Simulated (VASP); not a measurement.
# WC in VASP: single point with PBEsol

Aim: the single point of WC with PBEsol.

All numbers are computed with VASP 6.6.1; they aren't measurements. Logs are shortened: lines on timing, memory, paths and dates and some standing lists are left out, and cuts for length are marked.

### Step 1. The cell of the first run

The cell holds a slab with vacuum, 10 atoms: a = 2.828 Å, b = 2.898 Å, c = 25.877 Å, α = 90.00°, β = 90.00°, γ = 90.00°.

### Step 2. Single point, PBEsol

Input file INCAR:

```
SYSTEM = WC
PREC     = Accurate       ! precision mode
ENCUT    = 520            ! plane-wave cutoff, eV
EDIFF    = 1E-6           ! SCF threshold, eV
ISMEAR   = 0              ! smearing method
SIGMA    = 0.1            ! smearing width, eV
LREAL    = .False.        ! projectors in reciprocal space
LASPH    = .True.         ! aspherical terms in the spheres
NELM     = 60             ! most SCF steps
ALGO     = Normal         ! electronic algorithm
ISIF     = 2              ! what is computed and relaxed
LWAVE    = .False.        ! write WAVECAR
LCHARG   = .False.        ! write CHGCAR
LDIPOL   = .True.       
IDIPOL   = 3            
DIPOL    = 0.5 0.5 0.500
GGA      = PS             ! functional
NBANDS   = 56             ! bands
```

Input file KPOINTS:

```
regular mesh
0
Gamma
  12 12 1
  0 0 0
```

Input file POSCAR:

```
WC
1.0
    2.8276119033      0.0000000000      0.0000000000
    0.0000000000      2.8984136668      0.0000000000
    0.0000000000      0.0000000000     25.8770994200
C W
5 5
Direct
    0.5000000000      0.0000000000      0.2975812358
    0.5000000000      0.5000000000      0.3867437940
    0.5000000000      0.0000000000      0.4833217448
    0.5000000000      0.5000000000      0.5801484301
    0.5000000000      0.0000000000      0.6773749748
    0.0000000000      0.5000000000      0.3207504853
    0.0000000000      0.0000000000      0.4185680807
    0.0000000000      0.5000000000      0.5155028337
    0.0000000000      0.0000000000      0.6124900183
    0.0000000000      0.5000000000      0.7075184025
```

Potentials or basis: VASP PAW PBE potentials, release 64 (C, W_sv).

Started as:

```console
$ cat potpaw_PBE.64/C/POTCAR potpaw_PBE.64/W_sv/POTCAR > POTCAR
$ mpirun -np 1 vasp_std > vasp.out
```

OUTCAR:

```text
SYSTEM = WC
   PREC = Accurate
   ENCUT = 520
   EDIFF = 1E-6
   ISMEAR = 0
   LREAL = .False.
   LASPH = .True.
   NELM = 60
   ISIF = 2
   GGA = PS

 ion  position               nearest neighbor table
   1  0.500  0.000  0.298-   6 2.11   6 2.11   6 2.11   6 2.11
   2  0.500  0.500  0.387-   7 2.19   7 2.19   7 2.19   7 2.19   6 2.22   6 2.22
   3  0.500  0.000  0.483-   8 2.19   8 2.19   8 2.19   8 2.19   7 2.19   7 2.19
   4  0.500  0.500  0.580-   8 2.19   8 2.19   9 2.19   9 2.19   9 2.19   9 2.19
   5  0.500  0.000  0.677-  10 2.17  10 2.17  10 2.17  10 2.17   9 2.19   9 2.19
   6  0.000  0.500  0.321-   1 2.11   1 2.11   1 2.11   1 2.11   2 2.22   2 2.22   7 2.92   7 2.92

   7  0.000  0.000  0.419-   2 2.19   2 2.19   2 2.19   2 2.19   3 2.19   3 2.19   8 2.90   8 2.90
                             6 2.92   6 2.92
   8  0.000  0.500  0.516-   3 2.19   3 2.19   3 2.19   3 2.19   4 2.19   4 2.19   7 2.90   7 2.90
                             9 2.90   9 2.90
   9  0.000  0.000  0.612-   4 2.19   4 2.19   4 2.19   4 2.19   5 2.19   5 2.19  10 2.85  10 2.85
                             8 2.90   8 2.90
  10  0.000  0.500  0.708-   5 2.17   5 2.17   5 2.17   5 2.17   9 2.85   9 2.85

  LATTYP: Found a simple orthorhombic cell.
 ALAT       =     2.8276119033
 B/A-ratio  =     1.0250394205
 C/A-ratio  =     9.1515739447

  Lattice vectors:

 A1 = (   2.8276119033,   0.0000000000,   0.0000000000)
 A2 = (   0.0000000000,   2.8984136668,   0.0000000000)
 A3 = (   0.0000000000,   0.0000000000,  25.8770994200)

Analysis of symmetry for initial positions (statically):
=====================================================================
 Subroutine PRICEL returns:
 Original cell was already a primitive cell.

 Routine SETGRP: Setting up the symmetry group for a
 simple orthorhombic supercell.

 Subroutine GETGRP returns: Found  4 space group operations
 (whereof  4 operations were pure point group operations)
 out of a pool of  8 trial point group operations.

The static configuration has the point symmetry C_2v.

Analysis of symmetry for dynamics (positions and initial velocities):
=====================================================================
 Subroutine PRICEL returns:
 Original cell was already a primitive cell.

 Routine SETGRP: Setting up the symmetry group for a
 simple orthorhombic supercell.

 Subroutine GETGRP returns: Found  4 space group operations
 (whereof  4 operations were pure point group operations)
 out of a pool of  8 trial point group operations.

The dynamic configuration has the point symmetry C_2v.

 Subroutine INISYM returns: Found  4 space group operations
 (whereof  4 operations are pure point group operations),
 and found     1 'primitive' translations

----------------------------------------------------------------------------------------

                                     Primitive cell

  volume of cell :     212.0781

  direct lattice vectors                    reciprocal lattice vectors
     2.827611903  0.000000000  0.000000000     0.353655323  0.000000000  0.000000000
     0.000000000  2.898413667  0.000000000     0.000000000  0.345016314  0.000000000
     0.000000000  0.000000000 25.877099420     0.000000000  0.000000000  0.038644208

  length of vectors
     2.827611903  2.898413667 25.877099420     0.353655323  0.345016314  0.038644208

  position of ions in fractional coordinates (direct lattice)
     0.500000000  0.000000000  0.297581236
     0.500000000  0.500000000  0.386743794
     0.500000000  0.000000000  0.483321745
     0.500000000  0.500000000  0.580148430
     0.500000000  0.000000000  0.677374975
     0.000000000  0.500000000  0.320750485
     0.000000000  0.000000000  0.418568081
     0.000000000  0.500000000  0.515502834
     0.000000000  0.000000000  0.612490018
     0.000000000  0.500000000  0.707518402

  ion indices of the primitive-cell ions
   primitive index   ion index
                 1           1
                 2           2
                 3           3
                 4           4
                 5           5
                 6           6
                 7           7
                 8           8
                 9           9
                10          10

----------------------------------------------------------------------------------------

 KPOINTS: regular mesh

Automatic generation of k-mesh.
 Grid dimensions read from file:
 generate k-points for:   12   12    1

 Generating k-lattice:

  Cartesian coordinates                     Fractional coordinates (reciprocal lattice)
     0.029471277  0.000000000  0.000000000     0.083333333  0.000000000  0.000000000
     0.000000000  0.028751360  0.000000000     0.000000000  0.083333333  0.000000000
     0.000000000  0.000000000  0.038644208     0.000000000  0.000000000  1.000000000

  Length of vectors
     0.029471277  0.028751360  0.038644208

  Shift w.r.t. Gamma in fractional coordinates (k-lattice)
     0.000000000  0.000000000  0.000000000

 Subroutine IBZKPT returns following result:
 ===========================================

 Found     49 irreducible k-points:

 Following reciprocal coordinates:
            Coordinates               Weight
  0.000000  0.000000  0.000000      1.000000
  0.083333  0.000000  0.000000      2.000000
  0.166667  0.000000  0.000000      2.000000
  0.250000  0.000000  0.000000      2.000000
  0.333333  0.000000  0.000000      2.000000
  0.416667  0.000000  0.000000      2.000000
[... 16 lines left out ...]
  0.083333  0.250000  0.000000      4.000000
  0.166667  0.250000  0.000000      4.000000
 [... further k-points ...]
   k-points           NKPTS =     49   k-points in BZ     NKDIM =     49   number of bands    NBANDS=     56
   number of dos      NEDOS =    301   number of ions     NIONS =     10
   total plane-waves  NPLWV = 110592
   dimension x,y,z NGX =    24 NGY =   24 NGZ =  192
   dimension x,y,z NGXF=    48 NGYF=   48 NGZF=  384
   ions per type =               5   5
   NGX,Y,Z   is equivalent  to a cutoff of  14.11, 13.77, 12.33 a.u.
   NGXF,Y,Z  is equivalent  to a cutoff of  28.22, 27.53, 24.67 a.u.
 SYSTEM =  WC
   PREC   = accura    normal or accurate (medium, high low for compatibility)
   ISTART =      0    job   : 0-new  1-cont  2-samecut
   ICHARG =      2    charge: 1-file 2-atom 10-const
   ISPIN  =      1    spin polarized calculation?
   LNONCOLLINEAR =      F non collinear calculations
   LSORBIT =      F    spin-orbit coupling
   LASPH  =      T    aspherical Exc in radial PAW
   ENCUT  =  520.0 eV  38.22 Ry    6.18 a.u.   5.26  5.39 48.11*2*pi/ulx,y,z
   NELM   =     60;   NELMIN=  2; NELMDL= -5     # of ELM steps
   EDIFF  = 0.1E-05   stopping-criterion for ELM
   LREAL  =      F    real-space projection
   EDIFFG = 0.1E-04   stopping-criterion for IOM
   NSW    =      0    number of steps for IOM
   IBRION =     -1    ionic relax: 0-MD 1-quasi-New 2-CG
   NFREE  =      0    steps in history (QN), initial steepest desc. (CG)
   ISIF   =      2    stress and relaxation
   ISYM   =      2    0-nonsym 1-usesym 2-fastsym
   POTIM  = 0.5000    time-step for ionic-motion
   TEBEG  =    0.0;   TEEND  =   0.0 temperature during run
   PSTRESS=    0.0 pullay stress
   NELECT =      90.0000    total number of electrons
   NUPDOWN=      -1.0000    fix difference up-down
   EMIN   =  10.00;   EMAX   =-10.00  energy-range for DOS
   EFERMI =   0.00;   METHOD = LEGACY
   ISMEAR =     0;   SIGMA  =   0.10  broadening in eV -4-tet -1-fermi 0-gaus
   EFERMI_NEDOS =   21; number of points for ismear=-14 and -15
   IALGO  =     38    algorithm
   IMIX   =      4    mixing-type and parameters
     AMIX     =   0.40;   BMIX     =  1.00
     AMIX_MAG =   1.60;   BMIX_MAG =  1.00
  volume/ion in A,a.u.               =      21.21       143.12
  Fermi-wavevector in a.u.,A,eV,Ry     =   1.230242  2.324820 20.592342  1.513494
  Thomas-Fermi vector in A             =   2.365098
   LORBIT       =      0    0 simple, 1 ext, 2 COOP (PROOUT), +10 PAW based schemes
   GGA     = PS    functional components
   LHFCALC =     F    Hartree Fock is set to
   AEXX    =    0.0000 exact exchange contribution
   IVDW    =     0    specifies the selected vdW correction
   LEPSILON=     F    determine dielectric tensor
   LRPA    =     F    only Hartree local field effects (RPA)
 non-spin polarized calculation
 Gauss-broadening in eV      SIGMA  =   0.10
  energy-cutoff  :      520.00
  volume of cell :      212.08
 maximum number of plane-waves:      5773
 NGX is ok and might be reduce to    24
   NGX = 11   NGY = 11   NGZ = 97

 dipolmoment           0.000000      0.000000      0.000109 electrons x Angstroem

 number of electron      89.9999999 magnetization

 dipolmoment           0.000000      0.000000     -0.003946 electrons x Angstroem

 Free energy of the ion-electron system (eV)
  ---------------------------------------------------
  ext. energy  EPLUGINS =         0.00000000
  ---------------------------------------------------
  free energy    TOTEN  =      -115.41847591 eV

  energy without entropy =     -115.39990097  energy(sigma->0) =     -115.40918844

 E-fermi :   2.7252     XC(G=0):  -7.5419

 val. band max:        2.7164762872   @ k =   0.3333   0.3333   0.0000
 cond. band min:       2.7564109563   @ k =   0.0833   0.2500   0.0000
 fundamental gap:      0.0399346691
 Fermi energy:         2.7252061728

 k-point     1 :       0.0000    0.0000    0.0000
  band No.  band energies     occupation
      1     -71.3626      2.00000
      2     -71.2718      2.00000
      3     -71.2348      2.00000
      4     -71.1922      2.00000
      5     -71.1323      2.00000
      6     -35.9302      2.00000
[... 48 lines left out ...]
     55       6.8234      0.00000
     56       6.9908      0.00000

 k-point     2 :       0.0833    0.0000    0.0000
  band No.  band energies     occupation
      1     -71.3597      2.00000
      2     -71.2690      2.00000
      3     -71.2320      2.00000
      4     -71.1894      2.00000
      5     -71.1295      2.00000
      6     -35.9228      2.00000
[... 48 lines left out ...]
     55       6.9335      0.00000
     56       7.3454      0.00000

 k-point     3 :       0.1667    0.0000    0.0000
  band No.  band energies     occupation
      1     -71.3518      2.00000
      2     -71.2612      2.00000
      3     -71.2245      2.00000
      4     -71.1816      2.00000
      5     -71.1218      2.00000
      6     -35.9024      2.00000
[... 1172 lines left out ...]
 k-point    23 :       0.0833    0.2500    0.0000
  band No.  band energies     occupation
      1     -71.3437      2.00000
      2     -71.2478      2.00000
      3     -71.2215      2.00000
      4     -71.1728      2.00000
      5     -71.1172      2.00000
      6     -35.8248      2.00000
[... 48 lines left out ...]
     55       6.4982      0.00000
     56       6.6230      0.00000

 k-point    24 :       0.1667    0.2500    0.0000
  band No.  band energies     occupation
      1     -71.3359      2.00000
      2     -71.2401      2.00000
      3     -71.2140      2.00000
      4     -71.1651      2.00000
      5     -71.1096      2.00000
      6     -35.8054      2.00000
[... 48 lines left out ...]
     55       6.9593      0.00000
     56       7.0300      0.00000

 [... further k-points ...]

------------------------ aborting loop because EDIFF is reached ----------------------------------------

 vacuum level on the upper side and lower side of the slab       (xc-potential included)        -0.255        -0.184

  FORCE on cell =-STRESS in cart. coord.  units (eV):
  Direction    XX          YY          ZZ          XY          YZ          ZX
  --------------------------------------------------------------------------------------
  -------------------------------------------------------------------------------------
  Total       -2.1002244     -2.0760481      0.5977895      0.0000000      0.0000000      0.0000000
  in kB      -15.8664770    -15.6838340      4.5160955      0.0000000      0.0000000      0.0000000
  external PRESSURE =      -9.0114052 kB  Pullay stress =       0.0000000 kB

 VOLUME and BASIS-vectors are now :
 -----------------------------------------------------------------------------
  energy-cutoff  :      520.00
  volume of cell :      212.08
      direct lattice vectors                 reciprocal lattice vectors
     2.827611903  0.000000000  0.000000000     0.353655323  0.000000000  0.000000000
     0.000000000  2.898413667  0.000000000     0.000000000  0.345016314  0.000000000
     0.000000000  0.000000000 25.877099420     0.000000000  0.000000000  0.038644208

 POSITION                                       TOTAL-FORCE (eV/Angst)
 -----------------------------------------------------------------------------------
      1.41381      0.00000      7.70054         0.000000      0.000000     -0.038158
      1.41381      1.44921     10.00781         0.000000      0.000000     -0.002552
      1.41381      0.00000     12.50696         0.000000      0.000000     -0.000149
      1.41381      1.44921     15.01256         0.000000      0.000000      0.000037
      1.41381      0.00000     17.52850         0.000000      0.000000      0.017697
      0.00000      1.44921      8.30009         0.000000      0.000000     -0.019417
      0.00000      0.00000     10.83133         0.000000      0.000000     -0.009473
      0.00000      1.44921     13.33972         0.000000      0.000000     -0.001705
      0.00000      0.00000     15.84947         0.000000      0.000000      0.007877
      0.00000      1.44921     18.30852         0.000000      0.000000      0.045842
 -----------------------------------------------------------------------------------
    total drift:                                0.000000      0.000000      0.000119

  FREE ENERGIE OF THE ION-ELECTRON SYSTEM (eV)
  ---------------------------------------------------
  free  energy   TOTEN  =      -115.4184759148 eV

  energy  without entropy=     -115.3999009709  energy(sigma->0) =     -115.40918844

 vacuum level on the upper side and lower side of the slab         7.866         7.948
```

Wall time 25 min (1 thread of Intel Xeon Platinum 8259CL at 2.50GHz (Skylake/Cascade Lake), shared host); peak memory 0.6 GiB.

What came out:

| Quantity | Value |
| --- | --- |
| Free energy | -115.4185 eV |
| Largest force | 0.046 eV/Å |
| Band gap on the k mesh | zero (bands 45 and 46 overlap by 2.07 eV) |

Forces in eV/Å, atoms in the order of the input:
```
C    0.000  0.000 -0.038
C    0.000  0.000 -0.003
C    0.000  0.000  0.000
C    0.000  0.000  0.000
C    0.000  0.000  0.018
W    0.000  0.000 -0.019
W    0.000  0.000 -0.009
W    0.000  0.000 -0.002
W    0.000  0.000  0.008
W    0.000  0.000  0.046
```

Levels at points of the mesh, in eV from the Fermi level:
```tsv
k point	band 42	band 43	band 44	band 45	band 46	band 47	band 48	band 49
(0.00, 0.00, 0.00)	-1.00	-0.91	-0.84	-0.55	0.23	2.27	2.38	2.65
(0.50, 0.00, 0.00)	-1.01	-0.89	-0.68	-0.41	0.32	0.69	1.33	1.53
(0.00, 0.50, 0.00)	-0.51	-0.51	0.08	0.47	0.68	1.35	1.44	1.74
(0.50, 0.50, 0.00)	-0.43	-0.36	-0.26	1.53	1.61	2.77	3.70	4.64
```

Caveat: the PAW data sets were made with another functional, which shifts forces and pressure a little; spin-orbit coupling is left out, which moves the levels of the heavy elements.
